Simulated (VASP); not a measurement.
# Cl (Cmce) in VASP: notebook

Aim: see how the results for Cl move with the level of theory and the settings. Levels: PBEsol+D3(BJ), PBEsol+D4, PBEsol. Tasks: single point.

Everything below comes from runs of VASP 6.6.1. Logs are shortened: lines on timing, memory, paths and dates and some standing lists are left out, and cuts for length are marked.

### Step 1. The cell of the first run

Symmetry: Cmce, No. 64, orthorhombic system. Conventional cell: a = 6.394 Å, b = 3.816 Å, c = 7.895 Å, α = 90.00°, β = 90.00°, γ = 90.00°. Within 2.7 Å of Cl (site symmetry m) lie 1 Cl at 2.04 Å.

### Step 2. Single point, PBEsol+D3(BJ)

Contents of INCAR:

```
SYSTEM = Cl
  PREC = Accurate
  ENCUT = 520
  EDIFF = 1E-6
  ISMEAR = -1
  SIGMA = 0.05
  LREAL = .False.
  LASPH = .True.
  NELM = 60
  ALGO = Normal
  ISIF = 2
  LWAVE = .False.
  LCHARG = .False.
  GGA = PS
  IVDW = 12
  NBANDS = 22
```

Contents of KPOINTS:

```
regular mesh
0
Gamma
  7 7 4
  0 0 0
```

Contents of POSCAR:

```
Cl
1.0
    3.1972277512     -1.9082170119      0.0000000000
    3.1972277512      1.9082170119      0.0000000000
    0.0000000000      0.0000000000      7.8947110715
Cl
4
Direct
    0.3682966717      0.6317033283      0.3878423032
    0.1317033283      0.8682966717      0.8878423032
    0.6317033283      0.3682966717      0.6121576968
    0.8682966717      0.1317033283      0.1121576968
```

Potentials or basis: VASP PAW PBE potentials, release 64 (Cl).

Run with:

```console
> cat potpaw_PBE.64/Cl/POTCAR > POTCAR
> mpirun -np 1 vasp_std > vasp.out
```

OUTCAR:

```text
SYSTEM = Cl
   PREC = Accurate
   ENCUT = 520
   EDIFF = 1E-6
   ISMEAR = -1
   LREAL = .False.
   LASPH = .True.
   NELM = 60
   ISIF = 2
   GGA = PS
   IVDW = 12
 IVDW          = 12

 ion  position               nearest neighbor table
   1  0.368  0.632  0.388-   3 2.04
   2  0.132  0.868  0.888-   4 2.04
   3  0.632  0.368  0.612-   1 2.04
   4  0.868  0.132  0.112-   2 2.04

  LATTYP: Found a base centered orthorhombic cell.
 ALAT       =     3.8164340238
 B/A-ratio  =     1.6755053179
 C/A-ratio  =     2.0686093411

  Lattice vectors:

 A1 = (  -3.1972277512,  -1.9082170119,   0.0000000000)
 A2 = (   3.1972277512,  -1.9082170119,   0.0000000000)
 A3 = (   0.0000000000,   0.0000000000,   7.8947110715)

Analysis of symmetry for initial positions (statically):
=====================================================================
 Subroutine PRICEL returns:
 Original cell was already a primitive cell.

 Routine SETGRP: Setting up the symmetry group for a
 base centered orthorhombic supercell.

 Subroutine GETGRP returns: Found  8 space group operations
 (whereof  4 operations were pure point group operations)
 out of a pool of  8 trial point group operations.

The static configuration has the point symmetry C_2h.
 The point group associated with its full space group is D_2h.

Analysis of symmetry for dynamics (positions and initial velocities):
=====================================================================
 Subroutine PRICEL returns:
 Original cell was already a primitive cell.

 Routine SETGRP: Setting up the symmetry group for a
 base centered orthorhombic supercell.

 Subroutine GETGRP returns: Found  8 space group operations
 (whereof  4 operations were pure point group operations)
 out of a pool of  8 trial point group operations.

The dynamic configuration has the point symmetry C_2h.
 The point group associated with its full space group is D_2h.

 Subroutine INISYM returns: Found  8 space group operations
 (whereof  4 operations are pure point group operations),
 and found     1 'primitive' translations

----------------------------------------------------------------------------------------

                                     Primitive cell

[... 89 lines left out ...]
   LNONCOLLINEAR =      F non collinear calculations
   LSORBIT =      F    spin-orbit coupling
   LASPH  =      T    aspherical Exc in radial PAW
   ENCUT  =  520.0 eV  38.22 Ry    6.18 a.u.   6.92  6.92 14.68*2*pi/ulx,y,z
   NELM   =     60;   NELMIN=  2; NELMDL= -5     # of ELM steps
   EDIFF  = 0.1E-05   stopping-criterion for ELM
   LREAL  =      F    real-space projection
   EDIFFG = 0.1E-04   stopping-criterion for IOM
   NSW    =      0    number of steps for IOM
   IBRION =     -1    ionic relax: 0-MD 1-quasi-New 2-CG
   NFREE  =      0    steps in history (QN), initial steepest desc. (CG)
   ISIF   =      2    stress and relaxation
   ISYM   =      2    0-nonsym 1-usesym 2-fastsym
   POTIM  = 0.5000    time-step for ionic-motion
   TEBEG  =    0.0;   TEEND  =   0.0 temperature during run
   PSTRESS=    0.0 pullay stress
   NELECT =      28.0000    total number of electrons
   NUPDOWN=      -1.0000    fix difference up-down
   EMIN   =  10.00;   EMAX   =-10.00  energy-range for DOS
   EFERMI =   0.00;   METHOD = LEGACY
   ISMEAR =    -1;   SIGMA  =   0.05  broadening in eV -4-tet -1-fermi 0-gaus
   EFERMI_NEDOS =   21; number of points for ismear=-14 and -15
   IALGO  =     38    algorithm
   IMIX   =      4    mixing-type and parameters
     AMIX     =   0.40;   BMIX     =  1.00
     AMIX_MAG =   1.60;   BMIX_MAG =  1.00
  volume/ion in A,a.u.               =      24.08       162.52
  Fermi-wavevector in a.u.,A,eV,Ry     =   1.084439  2.049292 16.000549  1.176007
  Thomas-Fermi vector in A             =   2.220529
   LORBIT       =      0    0 simple, 1 ext, 2 COOP (PROOUT), +10 PAW based schemes
   GGA     = PS    functional components
   LHFCALC =     F    Hartree Fock is set to
   AEXX    =    0.0000 exact exchange contribution
   IVDW    =    12    specifies the selected vdW correction
   LEPSILON=     F    determine dielectric tensor
   LRPA    =     F    only Hartree local field effects (RPA)
 non-spin polarized calculation
  energy-cutoff  :      520.00
  volume of cell :       96.33
 maximum number of plane-waves:      2620
   NGX = 13   NGY = 13   NGZ = 29

 number of electron      28.0000005 magnetization

 Free energy of the ion-electron system (eV)
  ---------------------------------------------------
  ext. energy  EPLUGINS =         0.00000000
  ---------------------------------------------------
  free energy    TOTEN  =        -8.03176005 eV

  energy without entropy =       -8.03176005  energy(sigma->0) =       -8.03176005

 E-fermi :   2.0020     XC(G=0):  -8.8388

 val. band max:        1.0180412705   @ k =   0.0000   0.0000   0.0000
 cond. band min:       3.0609311461   @ k =   0.0000   0.0000   0.0000
 fundamental gap:      2.0428898756
 Fermi energy:         2.0019903642

 k-point     1 :       0.0000    0.0000    0.0000
  band No.  band energies     occupation
      1     -16.0642      2.00000
      2     -15.5125      2.00000
      3     -12.5073      2.00000
      4     -11.0610      2.00000
      5      -5.1534      2.00000
      6      -3.2528      2.00000
[... 589 lines left out ...]
     21      11.9737      0.00000
     22      12.8002      0.00000

 [... further k-points ...]

------------------------ aborting loop because EDIFF is reached ----------------------------------------

 Edisp (eV)   -0.57769

 E8    (eV) :    -0.3172

  FORCE on cell =-STRESS in cart. coord.  units (eV):
  Direction    XX          YY          ZZ          XY          YZ          ZX
  --------------------------------------------------------------------------------------
  -------------------------------------------------------------------------------------
  Total      -0.11139    -0.18943    -0.44662     0.00000    -0.00000     0.00000
  in kB      -1.85255    -3.15066    -7.42812     0.00000    -0.00000     0.00000
  external pressure =       -4.14 kB  Pullay stress =        0.00 kB

 VOLUME and BASIS-vectors are now :
 -----------------------------------------------------------------------------
  energy-cutoff  :      520.00
  volume of cell :       96.33
      direct lattice vectors                 reciprocal lattice vectors
     3.197227751 -1.908217012  0.000000000     0.156385481 -0.262024705  0.000000000
     3.197227751  1.908217012  0.000000000     0.156385481  0.262024705  0.000000000
     0.000000000  0.000000000  7.894711071     0.000000000  0.000000000  0.126667080

 POSITION                                       TOTAL-FORCE (eV/Angst)
 -----------------------------------------------------------------------------------
      3.19723      0.50264      3.06190         0.000000     -0.066605      0.129756
      3.19723      1.40558      7.00926         0.000000      0.066605      0.129756
      3.19723     -0.50264      4.83281         0.000000      0.066605     -0.129756
      3.19723     -1.40558      0.88545         0.000000     -0.066605     -0.129756
 -----------------------------------------------------------------------------------
    total drift:                               -0.000000      0.000000      0.000000

  FREE ENERGIE OF THE ION-ELECTRON SYSTEM (eV)
  ---------------------------------------------------
  free  energy   TOTEN  =        -8.6094509776 eV

  energy  without entropy=       -8.6094509774  energy(sigma->0) =       -8.60945098
```

OSZICAR:

```text
N       E                     dE             d eps       ncg     rms          rms(c)
DAV:   1     0.173691112522E+03    0.17369E+03   -0.12549E+04  2112   0.110E+03
DAV:   2     0.306106213389E+01   -0.17063E+03   -0.16505E+03  2944   0.203E+02
DAV:   3    -0.833155887793E+01   -0.11393E+02   -0.11343E+02  2742   0.595E+01
DAV:   4    -0.847119029166E+01   -0.13963E+00   -0.13958E+00  2788   0.787E+00
DAV:   5    -0.847332342600E+01   -0.21331E-02   -0.21330E-02  2744   0.953E-01    0.174E+01
DAV:   6    -0.814375840816E+01    0.32957E+00   -0.22995E-01  2610   0.272E+00    0.114E+01
DAV:   7    -0.804511228118E+01    0.98646E-01   -0.51981E-01  2604   0.394E+00    0.894E-01
DAV:   8    -0.803160960643E+01    0.13503E-01   -0.69321E-02  2442   0.158E+00    0.390E-01
DAV:   9    -0.803172245654E+01   -0.11285E-03   -0.20795E-03  2640   0.272E-01    0.117E-01
DAV:  10    -0.803176225336E+01   -0.39797E-04   -0.12897E-04  2792   0.697E-02    0.269E-02
DAV:  11    -0.803176005603E+01    0.21973E-05   -0.33552E-05  2616   0.344E-02    0.166E-02
DAV:  12    -0.803176004588E+01    0.10154E-07   -0.31695E-06  2550   0.114E-02
   1 F= -.86094510E+01 E0= -.86094510E+01  d E =-.203238E-09
```

Run time: 38 s. Hardware: 1 thread of Intel Xeon 6975P-C (Granite Rapids), shared host; peak memory 0.24 GiB.

What came out:

* Free energy: -8.6095 eV
* Pressure: -0.4 GPa
* Largest force: 0.146 eV/Å
* Band gap on the k mesh: 2.04 eV
* Dispersion energy per atom: -0.144 eV

Forces in eV/Å, atoms in the order of the input:
```
Cl   0.000 -0.067  0.130
Cl   0.000  0.067  0.130
Cl   0.000  0.067 -0.130
Cl   0.000 -0.067 -0.130
```

Caveat: three body term missing; the PAW data sets were made with another functional, which shifts forces and pressure a little; an odd mesh through Γ misses points on the zone boundary, where band edges can lie.

### Step 3. Single point, PBEsol+D4

This run uses another cell than the first one, of 24.36 Å³/atom.

Contents of INCAR:

```
ALGO     = Normal         # electronic algorithm
EDIFF    = 1E-6           # SCF threshold, eV
ENCUT    = 520            # plane-wave cutoff, eV
GGA      = PS             # functional
ISIF     = 2              # what is computed and relaxed
ISMEAR   = -1             # smearing method
IVDW     = 13             # dispersion correction
LASPH    = True           # aspherical terms in the spheres
LCHARG   = False          # write CHGCAR
LREAL    = False          # projectors in reciprocal space
LWAVE    = False          # write WAVECAR
NBANDS   = 22             # bands
NELM     = 60             # most SCF steps
PREC     = Accurate       # precision mode
SIGMA    = 0.05           # smearing width, eV
```

Contents of KPOINTS:

```
k-points
0
Gamma
  7 7 4
```

Contents of POSCAR:

```
Cl
1.0
    3.2218982311     -1.9108342471      0.0000000000
    3.2218982311      1.9108342471      0.0000000000
    0.0000000000      0.0000000000      7.9134151602
Cl
4
Direct
    0.3689809544      0.6310190456      0.3879713058
    0.1310190456      0.8689809544      0.8879713058
    0.6310190456      0.3689809544      0.6120286942
    0.8689809544      0.1310190456      0.1120286942
```

Potentials or basis: VASP PAW PBE potentials, release 64 (Cl).

Run with:

```console
> cat potpaw_PBE.64/Cl/POTCAR > POTCAR
> mpirun -np 1 vasp_std > vasp.out
```

OUTCAR:

```text
EDIFF = 1E-6
   ENCUT = 520
   GGA = PS
   ISIF = 2
   ISMEAR = -1
   IVDW = 13
   LASPH = True
   LREAL = False
   NELM = 60
   PREC = Accurate

 ion  position               nearest neighbor table
   1  0.369  0.631  0.388-   3 2.04
   2  0.131  0.869  0.888-   4 2.04
   3  0.631  0.369  0.612-   1 2.04
   4  0.869  0.131  0.112-   2 2.04

  LATTYP: Found a base centered orthorhombic cell.
 ALAT       =     3.8216684942
 B/A-ratio  =     1.6861212510
 C/A-ratio  =     2.0706702249

  Lattice vectors:

 A1 = (  -3.2218982311,  -1.9108342471,   0.0000000000)
 A2 = (   3.2218982311,  -1.9108342471,   0.0000000000)
 A3 = (   0.0000000000,   0.0000000000,   7.9134151602)

Analysis of symmetry for initial positions (statically):
=====================================================================
 Subroutine PRICEL returns:
 Original cell was already a primitive cell.

 Routine SETGRP: Setting up the symmetry group for a
 base centered orthorhombic supercell.
[... 168 lines left out ...]
  free energy    TOTEN  =        -8.03736612 eV

  energy without entropy =       -8.03736611  energy(sigma->0) =       -8.03736611

 E-fermi :   1.9007     XC(G=0):  -8.7779

 val. band max:        0.9201113722   @ k =   0.0000   0.0000   0.0000
 cond. band min:       2.9566679907   @ k =   0.0000   0.0000   0.0000
 fundamental gap:      2.0365566185
 Fermi energy:         1.9007000102

 k-point     1 :       0.0000    0.0000    0.0000
  band No.  band energies     occupation
      1     -16.1386      2.00000
      2     -15.5990      2.00000
      3     -12.5780      2.00000
      4     -11.1598      2.00000
      5      -5.2314      2.00000
      6      -3.3522      2.00000
[... 589 lines left out ...]
     21      11.8624      0.00000
     22      12.6484      0.00000

 [... further k-points ...]

------------------------ aborting loop because EDIFF is reached ----------------------------------------

  DFT-D4 for vdW energy calculation

  Edisp (eV):   -0.45177

  FORCE on cell =-STRESS in cart. coord.  units (eV):
  Direction    XX          YY          ZZ          XY          YZ          ZX
  --------------------------------------------------------------------------------------
  -------------------------------------------------------------------------------------
  Total      -0.04172    -0.12048    -0.39940     0.00000    -0.00000     0.00000
  in kB      -0.68594    -1.98102    -6.56729     0.00000    -0.00000     0.00000
  external pressure =       -3.08 kB  Pullay stress =        0.00 kB

 VOLUME and BASIS-vectors are now :
 -----------------------------------------------------------------------------
  energy-cutoff  :      520.00
  volume of cell :       97.44
      direct lattice vectors                 reciprocal lattice vectors
     3.221898231 -1.910834247  0.000000000     0.155188018 -0.261665815  0.000000000
     3.221898231  1.910834247  0.000000000     0.155188018  0.261665815  0.000000000
     0.000000000  0.000000000  7.913415160     0.000000000  0.000000000  0.126367691

 POSITION                                       TOTAL-FORCE (eV/Angst)
 -----------------------------------------------------------------------------------
      3.22190      0.50071      3.07018         0.000000     -0.068472      0.132612
      3.22190      1.41012      7.02689         0.000000      0.068472      0.132612
      3.22190     -0.50071      4.84324         0.000000      0.068472     -0.132612
      3.22190     -1.41012      0.88653         0.000000     -0.068472     -0.132612
 -----------------------------------------------------------------------------------
    total drift:                               -0.000000     -0.000000     -0.000000

  FREE ENERGIE OF THE ION-ELECTRON SYSTEM (eV)
  ---------------------------------------------------
  free  energy   TOTEN  =        -8.4891350579 eV

  energy  without entropy=       -8.4891350577  energy(sigma->0) =       -8.48913506
```

Wall time 31 s (1 thread of Intel Xeon 6975P-C (Granite Rapids), shared host); peak memory 0.23 GiB.

What came out:

```yaml
Free_energy: -8.4891 eV
Pressure: -0.3 GPa
Largest_force: 0.149 eV/Å
Band_gap_on_the_k_mesh: 2.04 eV
Dispersion_energy_per_atom: -0.113 eV
```

Forces on the atoms (eV/Å):
```
Cl   0.000 -0.068  0.133
Cl   0.000  0.068  0.133
Cl   0.000  0.068 -0.133
Cl   0.000 -0.068 -0.133
```

Caveat: the PAW data sets were made with another functional, which shifts forces and pressure a little; an odd mesh through Γ misses points on the zone boundary, where band edges can lie.

### Step 4. Single point, PBEsol

This run uses another cell than the first one, of 26.84 Å³/atom.

Contents of INCAR:

```
SYSTEM = Cl
PREC = Accurate
ENCUT = 520
EDIFF = 1E-6
ISMEAR = -1
SIGMA = 0.05
LREAL = .False.
LASPH = .True.
NELM = 100
ALGO = Normal
ISIF = 2
LWAVE = .False.
LCHARG = .False.
GGA = PS
NBANDS = 22
```

Contents of KPOINTS:

```
regular mesh
0
Gamma
  7 7 4
  0 0 0
```

Contents of POSCAR:

```
Cl
1.0
    3.4530381151     -1.9417756889      0.0000000000
    3.4530381151      1.9417756889      0.0000000000
    0.0000000000      0.0000000000      8.0045513164
Cl
4
Direct
    0.3732099478      0.6267900522      0.3888803663
    0.1267900522      0.8732099478      0.8888803663
    0.6267900522      0.3732099478      0.6111196337
    0.8732099478      0.1267900522      0.1111196337
```

Run with:

```console
> cat potpaw_PBE.64/Cl/POTCAR > POTCAR
> mpirun -np 1 vasp_std > vasp.out
```

Wall time 47 s (1 thread of Intel Xeon 6975P-C (Granite Rapids), shared host); peak memory 0.25 GiB.

The run converged. Its results:

| Item | Value |
| --- | --- |
| Free energy | -8.0588 eV |
| Pressure | -0.3 GPa |
| Largest force | 0.145 eV/Å |
| Band gap on the k mesh | 2.07 eV |

Forces in eV/Å, atoms in the order of the input:
```
Cl   0.000 -0.069  0.127
Cl   0.000  0.069  0.127
Cl   0.000  0.069 -0.127
Cl   0.000 -0.069 -0.127
```

Stress tensor (GPa, compression positive):
```
-0.05  0.00  0.00
 0.00 -0.19  0.00
 0.00  0.00 -0.62
```

Levels at points of the mesh, in eV from the valence-band top:
| k point | band 10 | band 11 | band 12 | band 13 | band 14 | band 15 | band 16 | band 17 | band 18 | band 19 |
| --- | --- | --- | --- | --- | --- | --- | --- | --- | --- | --- |
| (0.00, 0.00, 0.00) | -2.37 | -1.20 | -0.47 | -0.47 | 0.00 | 2.07 | 3.06 | 6.38 | 6.89 | 8.13 |
| (0.00, 0.00, 0.50) | -2.38 | -1.02 | -1.02 | -0.22 | -0.22 | 2.48 | 2.48 | 6.87 | 6.87 | 9.04 |

Caveat: this functional lacks dispersion, which holds the molecules together, so the pressure and a relaxed volume are unreliable; the PAW data sets were made with another functional, which shifts forces and pressure a little; an odd mesh through Γ misses points on the zone boundary, where band edges can lie.

### Step 5. Overview

```tsv
level	cell	gap on the mesh (eV)	pressure (GPa)	largest force (eV/Å)
PBEsol+D3(BJ)	a = 3.723, b = 3.723, c = 7.895 Å, angles 90.0, 90.0, 61.7°, 4 atoms, atomic positions A	2.04	-0.4	0.15
PBEsol+D4	a = 3.746, b = 3.746, c = 7.913 Å, angles 90.0, 90.0, 61.3°, 4 atoms, atomic positions A	2.04	-0.3	0.15
PBEsol	a = 3.962, b = 3.962, c = 8.005 Å, angles 90.0, 90.0, 58.7°, 4 atoms, atomic positions B	2.07	-0.3	0.14
```

Alike in all rows: task single point; potentials or basis VASP PAW PBE potentials, release 64 (Cl); no spin polarisation; k mesh 7 × 7 × 4; cutoff (eV) 520; smearing fermi-dirac 0.05 eV.

Caveats: the PAW data sets were made with another functional, which shifts forces and pressure a little; an odd mesh through Γ misses points on the zone boundary, where band edges can lie; three body term missing (at least some runs); this functional lacks dispersion, which holds the molecules together, so the pressure and a relaxed volume are unreliable (at least some runs).

Absolute energies hang on the potentials; compare differences alone.
